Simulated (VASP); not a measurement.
# BaTiO3 (P4mm) in VASP: notebook

BaTiO3 is run at these levels: PBE; tasks: single point.

Program: VASP 6.6.1. These are calculated values, not measurements. Logs are shortened: lines on timing, memory, paths and dates and some standing lists are left out, and cuts for length are marked.

## (1) The cell of the first run

It takes space group P4mm (No. 99, tetragonal). Conventional cell: a = 4.078 Å, b = 4.078 Å, c = 4.097 Å, α = 90.00°, β = 90.00°, γ = 90.00°. Within 3.7 Å of Ba (site symmetry 4mm) lie 12 O at 2.82 to 2.96 Å and 8 Ti at 3.50 to 3.58 Å. Within 2.4 Å of Ti (site symmetry 4mm) lie 6 O at 1.82 to 2.28 Å. O (site symmetry 4mm) has 2 Ti at 1.82 to 2.28 Å within 2.4 Å. Within 2.7 Å of O (site symmetry 2mm) lie 2 Ti at 2.05 Å.

## (2) Single point, PBE (13.63 Å³/atom)

Contents of INCAR:

```
PREC = Accurate ; ENCUT = 1340
EDIFF = 1E-6 ; ISMEAR = -1
SIGMA = 0.02 ; LREAL = False
LASPH = True ; NELM = 120
ALGO = Normal ; ISIF = 2
LWAVE = False ; LCHARG = False
GGA = PE ; NBANDS = 28
GGA_COMPAT = False
```

Contents of KPOINTS:

```
Automatic mesh
0
Gamma
  8 8 8
```

Contents of POSCAR:

```
BaTiO3
1.0
    4.0782473671      0.0000000000      0.0000000000
    0.0000000000      4.0782473671      0.0000000000
    0.0000000000      0.0000000000      4.0968043205
Ba Ti O
1 1 3
Direct
    0.0000000000      0.0000000000     -0.0092542613
    0.5000000000      0.5000000000      0.4748657848
    0.5000000000      0.5000000000      0.0317072437
    0.5000000000      0.0000000000      0.5153406164
    0.0000000000      0.5000000000      0.5153406164
```

Potentials or basis: VASP PAW PBE potentials, release 64 (Ba_sv, Ti_sv, O_h).

Run with:

```console
> cat potpaw_PBE.64/Ba_sv/POTCAR potpaw_PBE.64/Ti_sv/POTCAR potpaw_PBE.64/O_h/POTCAR > POTCAR
> mpirun -np 1 vasp_std > vasp.out
```

OUTCAR:

```text
PREC = Accurate
   ENCUT = 1340
   EDIFF = 1E-6
   ISMEAR = -1
   LREAL = False
   LASPH = True
   NELM = 120
   ISIF = 2
   GGA = PE

 ion  position               nearest neighbor table
   1  0.000  0.000  0.991-   4 2.82   5 2.82   5 2.82   4 2.82   3 2.89   3 2.89   3 2.89   3 2.89
                             4 2.96   5 2.96   5 2.96   4 2.96   2 3.50   2 3.50   2 3.50   2 3.50
   2  0.500  0.500  0.475-   3 1.82   4 2.05   5 2.05   4 2.05   5 2.05   1 3.50   1 3.50   1 3.50
                             1 3.50   1 3.58   1 3.58   1 3.58   1 3.58
   3  0.500  0.500  0.032-   2 1.82   1 2.89   1 2.89   1 2.89   1 2.89
   4  0.500  0.000  0.515-   2 2.05   2 2.05   1 2.82   1 2.82   1 2.96   1 2.96
   5  0.000  0.500  0.515-   2 2.05   2 2.05   1 2.82   1 2.82   1 2.96   1 2.96

  LATTYP: Found a simple tetragonal cell.
 ALAT       =     4.0782473671
 C/A-ratio  =     1.0045502275

  Lattice vectors:

 A1 = (   4.0782473671,   0.0000000000,   0.0000000000)
 A2 = (   0.0000000000,   4.0782473671,   0.0000000000)
 A3 = (   0.0000000000,   0.0000000000,   4.0968043205)

Analysis of symmetry for initial positions (statically):
=====================================================================
 Subroutine PRICEL returns:
 Original cell was already a primitive cell.

 Routine SETGRP: Setting up the symmetry group for a
 simple tetragonal supercell.

 Subroutine GETGRP returns: Found  8 space group operations
 (whereof  8 operations were pure point group operations)
 out of a pool of 16 trial point group operations.

The static configuration has the point symmetry C_4v.

Analysis of symmetry for dynamics (positions and initial velocities):
=====================================================================
 Subroutine PRICEL returns:
 Original cell was already a primitive cell.

 Routine SETGRP: Setting up the symmetry group for a
 simple tetragonal supercell.

 Subroutine GETGRP returns: Found  8 space group operations
 (whereof  8 operations were pure point group operations)
 out of a pool of 16 trial point group operations.

The dynamic configuration has the point symmetry C_4v.

 Subroutine INISYM returns: Found  8 space group operations
 (whereof  8 operations are pure point group operations),
 and found     1 'primitive' translations

----------------------------------------------------------------------------------------

                                     Primitive cell

  volume of cell :      68.1385

  direct lattice vectors                    reciprocal lattice vectors
     4.078247367  0.000000000  0.000000000     0.245203370  0.000000000  0.000000000
     0.000000000  4.078247367  0.000000000     0.000000000  0.245203370  0.000000000
     0.000000000  0.000000000  4.096804321     0.000000000  0.000000000  0.244092693

  length of vectors
     4.078247367  4.078247367  4.096804321     0.245203370  0.245203370  0.244092693

  position of ions in fractional coordinates (direct lattice)
     0.000000000  0.000000000  0.990745739
     0.500000000  0.500000000  0.474865785
     0.500000000  0.500000000  0.031707244
     0.500000000  0.000000000  0.515340616
     0.000000000  0.500000000  0.515340616

  ion indices of the primitive-cell ions
   primitive index   ion index
                 1           1
                 2           2
                 3           3
                 4           4
                 5           5

----------------------------------------------------------------------------------------

 KPOINTS: Automatic mesh

Automatic generation of k-mesh.
 Grid dimensions read from file:
 generate k-points for:    8    8    8

 Generating k-lattice:

  Cartesian coordinates                     Fractional coordinates (reciprocal lattice)
     0.030650421  0.000000000  0.000000000     0.125000000  0.000000000  0.000000000
     0.000000000  0.030650421  0.000000000     0.000000000  0.125000000  0.000000000
     0.000000000  0.000000000  0.030511587     0.000000000  0.000000000  0.125000000

  Length of vectors
     0.030650421  0.030650421  0.030511587

  Shift w.r.t. Gamma in fractional coordinates (k-lattice)
     0.000000000  0.000000000  0.000000000

 Subroutine IBZKPT returns following result:
 ===========================================

 Found     75 irreducible k-points:

 Following reciprocal coordinates:
            Coordinates               Weight
  0.000000  0.000000  0.000000      1.000000
  0.125000  0.000000  0.000000      4.000000
  0.250000  0.000000  0.000000      4.000000
  0.375000  0.000000  0.000000      4.000000
  0.500000  0.000000  0.000000      2.000000
  0.125000  0.125000  0.000000      4.000000
[... 16 lines left out ...]
  0.375000  0.125000  0.125000     16.000000
  0.500000  0.125000  0.125000      8.000000
 [... further k-points ...]
   k-points           NKPTS =     75   k-points in BZ     NKDIM =     75   number of bands    NBANDS=     28
   number of dos      NEDOS =    301   number of ions     NIONS =      5
   total plane-waves  NPLWV = 125000
   dimension x,y,z NGX =    50 NGY =   50 NGZ =   50
   dimension x,y,z NGXF=   100 NGYF=  100 NGZF=  100
   ions per type =               1   1   3
   NGX,Y,Z   is equivalent  to a cutoff of  20.38, 20.38, 20.29 a.u.
   NGXF,Y,Z  is equivalent  to a cutoff of  40.76, 40.76, 40.58 a.u.
 SYSTEM =  unknown system
   PREC   = accura    normal or accurate (medium, high low for compatibility)
   ISTART =      0    job   : 0-new  1-cont  2-samecut
   ICHARG =      2    charge: 1-file 2-atom 10-const
   ISPIN  =      1    spin polarized calculation?
   LNONCOLLINEAR =      F non collinear calculations
   LSORBIT =      F    spin-orbit coupling
   LASPH  =      T    aspherical Exc in radial PAW
   ENCUT  = 1340.0 eV  98.49 Ry    9.92 a.u.  12.17 12.17 12.23*2*pi/ulx,y,z
   NELM   =    120;   NELMIN=  2; NELMDL= -5     # of ELM steps
   EDIFF  = 0.1E-05   stopping-criterion for ELM
   LREAL  =      F    real-space projection
   EDIFFG = 0.1E-04   stopping-criterion for IOM
   NSW    =      0    number of steps for IOM
   IBRION =     -1    ionic relax: 0-MD 1-quasi-New 2-CG
   NFREE  =      0    steps in history (QN), initial steepest desc. (CG)
   ISIF   =      2    stress and relaxation
   ISYM   =      2    0-nonsym 1-usesym 2-fastsym
   POTIM  = 0.5000    time-step for ionic-motion
   TEBEG  =    0.0;   TEEND  =   0.0 temperature during run
   PSTRESS=    0.0 pullay stress
   NELECT =      40.0000    total number of electrons
   NUPDOWN=      -1.0000    fix difference up-down
   EMIN   =  10.00;   EMAX   =-10.00  energy-range for DOS
   EFERMI =   0.00;   METHOD = LEGACY
   ISMEAR =    -1;   SIGMA  =   0.02  broadening in eV -4-tet -1-fermi 0-gaus
   EFERMI_NEDOS =   21; number of points for ismear=-14 and -15
   IALGO  =     38    algorithm
   IMIX   =      4    mixing-type and parameters
     AMIX     =   0.40;   BMIX     =  1.00
     AMIX_MAG =   1.60;   BMIX_MAG =  1.00
  volume/ion in A,a.u.               =      13.63        91.96
  Fermi-wavevector in a.u.,A,eV,Ry     =   1.370768  2.590376 25.565424  1.879006
  Thomas-Fermi vector in A             =   2.496525
   LORBIT       =      0    0 simple, 1 ext, 2 COOP (PROOUT), +10 PAW based schemes
   GGA     = PE    functional components
   LHFCALC =     F    Hartree Fock is set to
   AEXX    =    0.0000 exact exchange contribution
   IVDW    =     0    specifies the selected vdW correction
   LEPSILON=     F    determine dielectric tensor
   LRPA    =     F    only Hartree local field effects (RPA)
 non-spin polarized calculation
  energy-cutoff  :     1340.00
  volume of cell :       68.14
 maximum number of plane-waves:      7620
 NGX is ok and might be reduce to    50
   NGX = 25   NGY = 25   NGZ = 25

 number of electron      40.0000002 magnetization

 Free energy of the ion-electron system (eV)
  ---------------------------------------------------
  ext. energy  EPLUGINS =         0.00000000
  ---------------------------------------------------
  free energy    TOTEN  =       -40.03363756 eV

  energy without entropy =      -40.03363756  energy(sigma->0) =      -40.03363756

 E-fermi :   4.3278     XC(G=0): -10.9272

 val. band max:        3.8179376178   @ k =   0.5000   0.5000   0.5000
 cond. band min:       5.5448718077   @ k =   0.0000   0.0000   0.0000
 fundamental gap:      1.7269341898
 Fermi energy:         4.3277855246

 k-point     1 :       0.0000    0.0000    0.0000
  band No.  band energies     occupation
      1     -52.9028      2.00000
      2     -29.2003      2.00000
      3     -29.0859      2.00000
      4     -29.0859      2.00000
      5     -21.2859      2.00000
      6     -13.0696      2.00000
[... 20 lines left out ...]
     27       8.7358      0.00000
     28      10.4033      0.00000

 k-point     2 :       0.1250    0.0000    0.0000
  band No.  band energies     occupation
      1     -52.9027      2.00000
      2     -29.2001      2.00000
      3     -29.0916      2.00000
      4     -29.0857      2.00000
      5     -21.2735      2.00000
      6     -13.0826      2.00000
[... 20 lines left out ...]
     27       9.0044      0.00000
     28      10.7618      0.00000

 k-point     3 :       0.2500    0.0000    0.0000
  band No.  band energies     occupation
      1     -52.9025      2.00000
      2     -29.1995      2.00000
      3     -29.1055      2.00000
      4     -29.0851      2.00000
      5     -21.2431      2.00000
      6     -13.1361      2.00000
[... 20 lines left out ...]
     27       9.7008      0.00000
     28      11.7778      0.00000

 k-point     4 :       0.3750    0.0000    0.0000
  band No.  band energies     occupation
      1     -52.9022      2.00000
      2     -29.1990      2.00000
      3     -29.1192      2.00000
      4     -29.0846      2.00000
      5     -21.2123      2.00000
      6     -13.2115      2.00000
[... 578 lines left out ...]
     27      10.1350      0.00000
     28      11.5530      0.00000

 k-point    23 :       0.3750    0.1250    0.1250
  band No.  band energies     occupation
      1     -52.9020      2.00000
      2     -29.2043      2.00000
      3     -29.1186      2.00000
      4     -29.0901      2.00000
      5     -21.1948      2.00000
      6     -13.1040      2.00000
[... 20 lines left out ...]
     27      10.9454      0.00000
     28      12.0318      0.00000

 k-point    24 :       0.5000    0.1250    0.1250
  band No.  band energies     occupation
      1     -52.9019      2.00000
      2     -29.2040      2.00000
      3     -29.1243      2.00000
      4     -29.0898      2.00000
      5     -21.1830      2.00000
      6     -13.1278      2.00000
[... 20 lines left out ...]
     27      11.2958      0.00000
     28      12.1957      0.00000

 [... further k-points ...]

------------------------ aborting loop because EDIFF is reached ----------------------------------------

  FORCE on cell =-STRESS in cart. coord.  units (eV):
  Direction    XX          YY          ZZ          XY          YZ          ZX
  --------------------------------------------------------------------------------------
  -------------------------------------------------------------------------------------
  Total       -1.9789769     -1.9789769      0.1944363      0.0000000      0.0000000      0.0000000
  in kB      -46.5327760    -46.5327760      4.5718885      0.0000000      0.0000000      0.0000000
  external PRESSURE =     -29.4978878 kB  Pullay stress =       0.0000000 kB

 VOLUME and BASIS-vectors are now :
 -----------------------------------------------------------------------------
  energy-cutoff  :     1340.00
  volume of cell :       68.14
      direct lattice vectors                 reciprocal lattice vectors
     4.078247367  0.000000000  0.000000000     0.245203370  0.000000000  0.000000000
     0.000000000  4.078247367  0.000000000     0.000000000  0.245203370  0.000000000
     0.000000000  0.000000000  4.096804321     0.000000000  0.000000000  0.244092693

 POSITION                                       TOTAL-FORCE (eV/Angst)
 -----------------------------------------------------------------------------------
      0.00000      0.00000      4.05889        -0.000000      0.000000      0.046915
      2.03912      2.03912      1.94543        -0.000000      0.000000      0.060270
      2.03912      2.03912      0.12990         0.000000      0.000000     -0.044062
      2.03912      0.00000      2.11125        -0.000000      0.000000     -0.031561
      0.00000      2.03912      2.11125        -0.000000     -0.000000     -0.031561
 -----------------------------------------------------------------------------------
    total drift:                                0.000000     -0.000000      0.000053

  FREE ENERGIE OF THE ION-ELECTRON SYSTEM (eV)
  ---------------------------------------------------
  free  energy   TOTEN  =       -40.0336375611 eV

  energy  without entropy=      -40.0336375611  energy(sigma->0) =      -40.03363756
```

Run time: 12 min. Hardware: 1 thread of Intel Xeon Platinum 8259CL at 2.50GHz (Skylake/Cascade Lake), shared host; peak memory 0.77 GiB.

Results:

* Free energy: -40.0336 eV
* Pressure: -2.9 GPa
* Largest force: 0.060 eV/Å
* Band gap on the k mesh: 1.73 eV (least direct gap 2.17 eV)

Forces on the atoms (eV/Å):
```
Ba   0.000  0.000  0.047
Ti   0.000  0.000  0.060
O    0.000  0.000 -0.044
O    0.000  0.000 -0.032
O    0.000  0.000 -0.032
```

Caveat: the stress differs along the axes, from -5 to 0 GPa; spin-orbit coupling is left out, which moves the levels of the heavy elements. A k mesh can miss the band edges.

[end of part 1 of 2]
